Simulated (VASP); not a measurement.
# La6AgSb2 in VASP: single point with r2SCAN

Aim: the single point of La6AgSb2 with r2SCAN.

Everything below comes from runs of VASP 6.6.1. Logs are shortened: lines on timing, memory, paths and dates and some standing lists are left out, and cuts for length are marked.

## Step 1: The cell of the first run

The typed cell holds 9 atoms: a = 8.484 Å, b = 8.484 Å, c = 4.361 Å, α = 90.00°, β = 90.00°, γ = 120.00°.

## Step 2: Single point, r2SCAN

The input, POSCAR:

```
La6AgSb2
1.0
    8.4840800000      0.0000000000      0.0000000000
   -4.2420400000      7.3474340000      0.0000000000
    0.0000000000      0.0000000000      4.3605970000
La Ag Sb
6 1 2
Direct
    0.2360000000      0.0000000000      0.0000000000
    0.7640000000      0.7640000000      0.0000000000
    0.0000000000      0.2360000000      0.0000000000
    0.5970000000      0.0000000000      0.5000000000
    0.4030000000      0.4030000000      0.5000000000
    0.0000000000      0.5970000000      0.5000000000
    0.0000000000      0.0000000000      0.5000000000
    0.3333000000      0.6667000000      0.0000000000
    0.6667000000      0.3333000000      0.0000000000
```

The input, INCAR.step1:

```
ALGO = Normal
EDIFF = 1E-4
ENCUT = 520
GGA = PE
ISMEAR = -1
LASPH = True
LCHARG = False
LREAL = False
LWAVE = True
NBANDS = 54
NELM = 60
PREC = Accurate
SIGMA = 0.0978
```

The input, INCAR.step2:

```
ALGO = Normal
EDIFF = 1E-7
ENCUT = 520
ISIF = 2
ISMEAR = -1
ISTART = 1
LASPH = True
LCHARG = False
LMIXTAU = True
LREAL = False
LWAVE = False
METAGGA = R2SCAN
NBANDS = 54
NELM = 60
PREC = Accurate
SIGMA = 0.0978
```

The input, KPOINTS:

```
k-points
0
Gamma
  3 3 4
```

Potentials or basis: VASP PAW PBE potentials, release 64 (La, Ag, Sb).

Command:

```console
$ cat potpaw_PBE.64/La/POTCAR potpaw_PBE.64/Ag/POTCAR potpaw_PBE.64/Sb/POTCAR > POTCAR
$ cp INCAR.step1 INCAR
$ mpirun -np 1 vasp_std > vasp.out
$ cp INCAR.step2 INCAR
$ mpirun -np 1 vasp_std > vasp.out
```

OUTCAR:

```text
EDIFF = 1E-7
   ENCUT = 520
   ISIF = 2
   ISMEAR = -1
   ISTART = 1
   LASPH = True
   LREAL = False
   METAGGA = R2SCAN
   NELM = 60
   PREC = Accurate

 ion  position               nearest neighbor table
   1  0.236  0.000  0.000-   7 2.96   7 2.96   8 3.32   9 3.32   2 3.47   3 3.47
   2  0.764  0.764  0.000-   7 2.96   7 2.96   8 3.32   9 3.32   1 3.47   3 3.47
   3  0.000  0.236  0.000-   7 2.96   7 2.96   9 3.32   8 3.32   1 3.47   2 3.47
   4  0.597  0.000  0.500-   9 3.38   9 3.38   8 3.38   8 3.38   7 3.42
   5  0.403  0.403  0.500-   9 3.38   9 3.38   8 3.38   8 3.38   7 3.42
   6  0.000  0.597  0.500-   8 3.38   8 3.38   9 3.38   9 3.38   7 3.42
   7  0.000  0.000  0.500-   1 2.96   1 2.96   3 2.96   2 2.96   2 2.96   3 2.96   4 3.42   6 3.42
                             5 3.42
   8  0.333  0.667  0.000-   1 3.32   3 3.32   2 3.32   6 3.38   6 3.38   4 3.38   4 3.38   5 3.38
                             5 3.38
   9  0.667  0.333  0.000-   3 3.32   1 3.32   2 3.32   4 3.38   4 3.38   6 3.38   6 3.38   5 3.38
                             5 3.38

  LATTYP: Found a hexagonal cell.
 ALAT       =     8.4840800000
 C/A-ratio  =     0.5139740549

  Lattice vectors:

 A1 = (   8.4840800000,   0.0000000000,   0.0000000000)
 A2 = (  -4.2420400000,   7.3474340000,   0.0000000000)
 A3 = (   0.0000000000,   0.0000000000,   4.3605970000)

Analysis of symmetry for initial positions (statically):
=====================================================================
 Subroutine PRICEL returns:
 Original cell was already a primitive cell.

 Routine SETGRP: Setting up the symmetry group for a
 hexagonal supercell.

 Subroutine GETGRP returns: Found  4 space group operations
 (whereof  4 operations were pure point group operations)
 out of a pool of 24 trial point group operations.

The static configuration has the point symmetry C_2v.

Analysis of symmetry for dynamics (positions and initial velocities):
=====================================================================
 Subroutine PRICEL returns:
 Original cell was already a primitive cell.

 Routine SETGRP: Setting up the symmetry group for a
 hexagonal supercell.

 Subroutine GETGRP returns: Found  4 space group operations
 (whereof  4 operations were pure point group operations)
 out of a pool of 24 trial point group operations.

The dynamic configuration has the point symmetry C_2v.

 Subroutine INISYM returns: Found  4 space group operations
 (whereof  4 operations are pure point group operations),
 and found     1 'primitive' translations

----------------------------------------------------------------------------------------

                                     Primitive cell

  volume of cell :     271.8231

  direct lattice vectors                    reciprocal lattice vectors
     8.484080000  0.000000000  0.000000000     0.117867818  0.068050969  0.000000000
    -4.242040000  7.347434000  0.000000000     0.000000000  0.136101937  0.000000000
     0.000000000  0.000000000  4.360597000     0.000000000  0.000000000  0.229326397

  length of vectors
     8.484080000  8.484084497  4.360597000     0.136102009  0.136101937  0.229326397

  position of ions in fractional coordinates (direct lattice)
     0.236000000  0.000000000  0.000000000
     0.764000000  0.764000000  0.000000000
     0.000000000  0.236000000  0.000000000
     0.597000000  0.000000000  0.500000000
     0.403000000  0.403000000  0.500000000
     0.000000000  0.597000000  0.500000000
     0.000000000  0.000000000  0.500000000
     0.333300000  0.666700000  0.000000000
     0.666700000  0.333300000  0.000000000

  ion indices of the primitive-cell ions
   primitive index   ion index
                 1           1
                 2           2
                 3           3
                 4           4
                 5           5
                 6           6
                 7           7
                 8           8
                 9           9

----------------------------------------------------------------------------------------

 KPOINTS: k-points

Automatic generation of k-mesh.
 Grid dimensions read from file:
 generate k-points for:    3    3    4

 Generating k-lattice:

  Cartesian coordinates                     Fractional coordinates (reciprocal lattice)
     0.039289273  0.022683656  0.000000000     0.333333333  0.000000000  0.000000000
     0.000000000  0.045367312  0.000000000     0.000000000  0.333333333  0.000000000
     0.000000000  0.000000000  0.057331599     0.000000000  0.000000000  0.250000000

  Length of vectors
     0.045367336  0.045367312  0.057331599

  Shift w.r.t. Gamma in fractional coordinates (k-lattice)
     0.000000000  0.000000000  0.000000000

 Subroutine IBZKPT returns following result:
 ===========================================

 Found     12 irreducible k-points:

 Following reciprocal coordinates:
            Coordinates               Weight
  0.000000  0.000000  0.000000      1.000000
  0.333333  0.000000  0.000000      4.000000
 -0.333333  0.333333  0.000000      2.000000
  0.333333  0.333333  0.000000      2.000000
  0.000000  0.000000  0.250000      2.000000
  0.333333  0.000000  0.250000      8.000000
 -0.333333  0.333333  0.250000      4.000000
  0.333333  0.333333  0.250000      4.000000
  0.000000  0.000000  0.500000      1.000000
  0.333333  0.000000  0.500000      4.000000
 -0.333333  0.333333  0.500000      2.000000
  0.333333  0.333333  0.500000      2.000000
   k-points           NKPTS =     12   k-points in BZ     NKDIM =     12   number of bands    NBANDS=     54
   number of dos      NEDOS =    301   number of ions     NIONS =      9
   total plane-waves  NPLWV = 131072
   dimension x,y,z NGX =    64 NGY =   64 NGZ =   32
   dimension x,y,z NGXF=   128 NGYF=  128 NGZF=   64
   ions per type =               6   1   2
   NGX,Y,Z   is equivalent  to a cutoff of  12.54, 12.54, 12.20 a.u.
   NGXF,Y,Z  is equivalent  to a cutoff of  25.08, 25.08, 24.40 a.u.
 SYSTEM =  unknown system
   PREC   = accura    normal or accurate (medium, high low for compatibility)
   ISTART =      1    job   : 0-new  1-cont  2-samecut
   ICHARG =      0    charge: 1-file 2-atom 10-const
   ISPIN  =      1    spin polarized calculation?
   LNONCOLLINEAR =      F non collinear calculations
   LSORBIT =      F    spin-orbit coupling
   LASPH  =      T    aspherical Exc in radial PAW
   ENCUT  =  520.0 eV  38.22 Ry    6.18 a.u.  15.77 15.77  8.11*2*pi/ulx,y,z
   NELM   =     60;   NELMIN=  2; NELMDL=  0     # of ELM steps
   EDIFF  = 0.1E-06   stopping-criterion for ELM
   LREAL  =      F    real-space projection
   EDIFFG = 0.1E-05   stopping-criterion for IOM
   NSW    =      0    number of steps for IOM
   IBRION =     -1    ionic relax: 0-MD 1-quasi-New 2-CG
   NFREE  =      0    steps in history (QN), initial steepest desc. (CG)
   ISIF   =      2    stress and relaxation
   ISYM   =      2    0-nonsym 1-usesym 2-fastsym
   POTIM  = 0.5000    time-step for ionic-motion
   TEBEG  =    0.0;   TEEND  =   0.0 temperature during run
   PSTRESS=    0.0 pullay stress
   NELECT =      87.0000    total number of electrons
   NUPDOWN=      -1.0000    fix difference up-down
   EMIN   =  10.00;   EMAX   =-10.00  energy-range for DOS
   EFERMI =   0.00;   METHOD = LEGACY
   ISMEAR =    -1;   SIGMA  =   0.10  broadening in eV -4-tet -1-fermi 0-gaus
   EFERMI_NEDOS =   21; number of points for ismear=-14 and -15
   IALGO  =     38    algorithm
   IMIX   =      4    mixing-type and parameters
     AMIX     =   0.40;   BMIX     =  1.00
     AMIX_MAG =   1.60;   BMIX_MAG =  1.00
  volume/ion in A,a.u.               =      30.20       203.82
  Fermi-wavevector in a.u.,A,eV,Ry     =   1.119831  2.116174 17.061995  1.254021
  Thomas-Fermi vector in A             =   2.256473
   LORBIT       =      0    0 simple, 1 ext, 2 COOP (PROOUT), +10 PAW based schemes
   METAGGA = R2SCAN    functional components
   LHFCALC =     F    Hartree Fock is set to
   AEXX    =    0.0000 exact exchange contribution
   IVDW    =     0    specifies the selected vdW correction
   LEPSILON=     F    determine dielectric tensor
   LRPA    =     F    only Hartree local field effects (RPA)
 non-spin polarized calculation
  energy-cutoff  :      520.00
  volume of cell :      271.82
 maximum number of plane-waves:      7356
   NGX = 31   NGY = 31   NGZ = 17

 number of electron      86.9999999 magnetization

 Free energy of the ion-electron system (eV)
  ---------------------------------------------------
  ext. energy  EPLUGINS =         0.00000000
  ---------------------------------------------------
  free energy    TOTEN  =      -257.20884964 eV

  energy without entropy =     -256.88352974  energy(sigma->0) =     -257.04618969

 E-fermi :   8.9716     XC(G=0): -10.7470

 val. band max:        8.9631889240   @ k =   0.3333   0.0000   0.2500
 cond. band min:       8.9984965689   @ k =   0.0000   0.0000   0.5000
 fundamental gap:      0.0353076449
 Fermi energy:         8.9716387297

 k-point     1 :       0.0000    0.0000    0.0000
  band No.  band energies     occupation
      1     -25.1264      2.00000
      2     -25.0554      2.00000
      3     -25.0552      2.00000
      4     -24.8320      2.00000
      5     -24.7617      2.00000
      6     -24.7615      2.00000
[... 46 lines left out ...]
     53      10.6859      0.00000
     54      10.6861      0.00000

 k-point     2 :       0.3333    0.0000    0.0000
  band No.  band energies     occupation
      1     -25.1061      2.00000
      2     -25.0686      2.00000
      3     -25.0603      2.00000
      4     -24.8539      2.00000
      5     -24.7565      2.00000
      6     -24.7468      2.00000
[... 46 lines left out ...]
     53      10.4693      0.00000
     54      10.4985      0.00000
[... 511 lines left out ...]
     53      10.7679      0.00000
     54      10.8803      0.00000

 k-point    12 :       0.3333    0.3333    0.5000
  band No.  band energies     occupation
      1     -25.0489      2.00000
      2     -25.0487      2.00000
      3     -25.0423      2.00000
      4     -24.8752      2.00000
      5     -24.7515      2.00000
      6     -24.7513      2.00000
[... 46 lines left out ...]
     53      10.9261      0.00000
     54      10.9276      0.00000

------------------------ aborting loop because EDIFF is reached ----------------------------------------

  FORCE on cell =-STRESS in cart. coord.  units (eV):
  Direction    XX          YY          ZZ          XY          YZ          ZX
  --------------------------------------------------------------------------------------
  -------------------------------------------------------------------------------------
  Total        7.1037492      7.1034216      8.8083311     -0.0002924      0.0000000      0.0000000
  in kB       41.8708523     41.8689216     51.9179830     -0.0017233      0.0000000      0.0000000
  external PRESSURE =      45.2192523 kB  Pullay stress =       0.0000000 kB

 VOLUME and BASIS-vectors are now :
 -----------------------------------------------------------------------------
  energy-cutoff  :      520.00
  volume of cell :      271.82
      direct lattice vectors                 reciprocal lattice vectors
     8.484080000  0.000000000  0.000000000     0.117867818  0.068050969  0.000000000
    -4.242040000  7.347434000  0.000000000     0.000000000  0.136101937  0.000000000
     0.000000000  0.000000000  4.360597000     0.000000000  0.000000000  0.229326397

 POSITION                                       TOTAL-FORCE (eV/Angst)
 -----------------------------------------------------------------------------------
      2.00224      0.00000      0.00000         0.915421      0.000744      0.000000
      3.24092      5.61344      0.00000        -0.458539     -0.794214      0.000000
     -1.00112      1.73399      0.00000        -0.457067      0.793150      0.000000
      5.06500      0.00000      2.18030        -0.765900     -0.000227      0.000000
      1.70954      2.96102      2.18030         0.383521      0.664279      0.000000
     -2.53250      4.38642      2.18030         0.382753     -0.663403      0.000000
      0.00000      0.00000      2.18030        -0.000082     -0.000142      0.000000
     -0.00042      4.89853      0.00000         0.002492     -0.001563      0.000000
      4.24246      2.44890      0.00000        -0.002600      0.001377      0.000000
 -----------------------------------------------------------------------------------
    total drift:                                0.000280      0.000486      0.000000

  FREE ENERGIE OF THE ION-ELECTRON SYSTEM (eV)
  ---------------------------------------------------
  free  energy   TOTEN  =      -257.2088496351 eV

  energy  without entropy=     -256.8835297424  energy(sigma->0) =     -257.04618969
```

Run time: 36 min. Hardware: 1 thread of Intel Xeon Platinum 8488C (Sapphire Rapids), shared host; peak memory 0.47 GiB.

What came out:

* Free energy: -257.2088 eV
* Pressure: 4.5 GPa
* Largest force: 0.917 eV/Å
* Band gap on the k mesh: zero (an odd number of electrons rules out a gap without spin polarisation)

Forces on the atoms (eV/Å):
```
La   0.915  0.001  0.000
La  -0.459 -0.794  0.000
La  -0.457  0.793  0.000
La  -0.766  0.000  0.000
La   0.384  0.664  0.000
La   0.383 -0.663  0.000
Ag   0.000  0.000  0.000
Sb   0.002 -0.002  0.000
Sb  -0.003  0.001  0.000
```

Caveat: the k points lie up to 0.36 Å⁻¹ apart, too coarse for converged energies and pressures of a metal; the PAW data sets were made with another functional, which shifts forces and pressure a little; spin-orbit coupling is left out, which moves the levels of the heavy elements.

The gap in the log of VASP goes by the Fermi energy; the results here count the filled bands.